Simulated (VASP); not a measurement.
Crystal: NbP.

```
CELL_PARAMETERS angstrom
0.00000 3.32687 0.00000
3.32687 0.00000 0.00000
1.66343 1.66343 -5.69319
ATOMIC_POSITIONS crystal
Nb 0.00000 0.00000 0.00000
Nb 0.75000 0.25000 0.50000
P 0.50000 0.50000 0.00000
P 0.25000 0.75000 0.50000
```

```yaml
Program: VASP 6.6.1
Task: relaxation of cell and atoms
Functional: PBE
Potentials_or_basis: VASP PAW PBE potentials, release 64 (Nb_sv, P)
Cutoff: 600 eV
k_mesh: 6 × 6 × 6
Occupations: tetrahedron
Spin: no spin polarisation
```

At the start: pressure 18.4 GPa; volume 15.75 Å³/atom.

Problem. Where does the relaxation end?

Solution. Over 10 steps the energy falls by 210.5 meV/atom and the volume is 16.03 Å³/atom (+1.8 %); space group I4_1/amd (No. 141, to 0.1 Å) before and after.

The path:
| step | energy change (eV) | largest force (eV/Å) | pressure (GPa) | volume (Å³) |
| --- | --- | --- | --- | --- |
| 1 | 0.0000 | 0.0055 | 18.43 | 63.01 |
| 2 | 0.8724 | 0.0037 | -24.37 | 79.95 |
| 3 | -0.6694 | 0.0113 | -6.36 | 69.05 |
| 4 | -0.6736 | 0.0059 | -4.97 | 68.62 |
| 5 | -0.6736 | 0.0062 | -4.62 | 68.51 |
| 6 | -0.8295 | 0.0032 | -1.14 | 65.11 |
| 7 | -0.8416 | 0.0036 | 0.44 | 64.07 |
| 8 | -0.8417 | 0.0036 | 0.59 | 63.98 |
| 9 | -0.8411 | 0.0024 | -0.76 | 64.35 |
| 10 | -0.8422 | 0.0028 | 0.02 | 64.13 |

Final structure:
```cif
data_structure
_symmetry_space_group_name_H-M 'P 1'
_symmetry_Int_Tables_number 1
_cell_length_a 3.5056
_cell_length_b 3.5055
_cell_length_c 5.7775
_cell_angle_alpha 72.356
_cell_angle_beta 72.336
_cell_angle_gamma 90.035
_cell_volume 64.13
loop_
_atom_site_label
_atom_site_type_symbol
_atom_site_fract_x
_atom_site_fract_y
_atom_site_fract_z
_atom_site_occupancy
Nb1 Nb 0.00004 0.00008 0.00004 1
Nb2 Nb 0.74996 0.24992 0.49996 1
P1 P 0.49997 0.50003 0.00001 1
P2 P 0.25003 0.74997 0.49999 1
```
